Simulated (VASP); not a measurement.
## AlN: single point with PBEsol

The system is AlN.

```
CELL_PARAMETERS angstrom
3.11369 0.00000 0.00000
-1.55685 2.69654 0.00000
0.00000 0.00000 5.18275
ATOMIC_POSITIONS crystal
Al 0.33333 0.66667 0.00151
Al 0.66667 0.33333 0.50151
N 0.33333 0.66667 0.38349
N 0.66667 0.33333 0.88349
```

This cell differs from its parent crystal: strain +0.000 along x and y, +0.040 along z.

- Program: VASP 6.6.1
- Task: single point
- Functional: PBEsol
- Potentials or basis: VASP PAW PBE potentials, release 64 (Al, N)
- Cutoff: 600 eV
- k mesh: 12 × 12 × 6
- Occupations: gaussian, width 0.05 eV
- Spin: no spin polarisation
- Dipole correction: no
- Further INCAR settings: ALGO = Normal; EDIFF = 1e-06; NBANDS = 16

| Quantity | Value |
| --- | --- |
| Pressure | -6.9 GPa |
| Largest force | 0.325 eV/Å |
| Band gap on the k mesh | 3.84 eV |

Forces on the atoms (eV/Å):
```
Al   0.000  0.000  0.325
Al   0.000  0.000  0.325
N    0.000  0.000 -0.325
N    0.000  0.000 -0.325
```

Stress tensor (GPa, compression positive):
```
 -2.48   0.00   0.00
  0.00  -2.48   0.00
  0.00   0.00 -15.61
```

Levels at points of the mesh, in eV from the valence-band top:
| k point | band 6 | band 7 | band 8 | band 9 | band 10 | band 11 |
| --- | --- | --- | --- | --- | --- | --- |
| (0.00, 0.00, 0.00) | -0.04 | -0.04 | 0.00 | 3.84 | 6.71 | 10.11 |
| (0.50, 0.00, 0.00) | -1.78 | -1.61 | -0.59 | 5.49 | 5.86 | 7.84 |
| (0.00, 0.00, 0.50) | -0.32 | -0.32 | -0.32 | 6.30 | 6.30 | 9.85 |
| (0.50, 0.00, 0.50) | -1.31 | -1.24 | -1.24 | 5.05 | 5.05 | 8.96 |

It took 22 s on 1 thread of Intel(R) Xeon(R) 6975P-C (Granite Rapids) (shared host), peak memory 0.2 GiB.

Caveat: the cell differs from its parent crystal (strain +0.000 along x and y, +0.040 along z); the cell stands under tension; the PAW data sets were made with another functional, which shifts forces and pressure a little. A k mesh can miss the band edges.
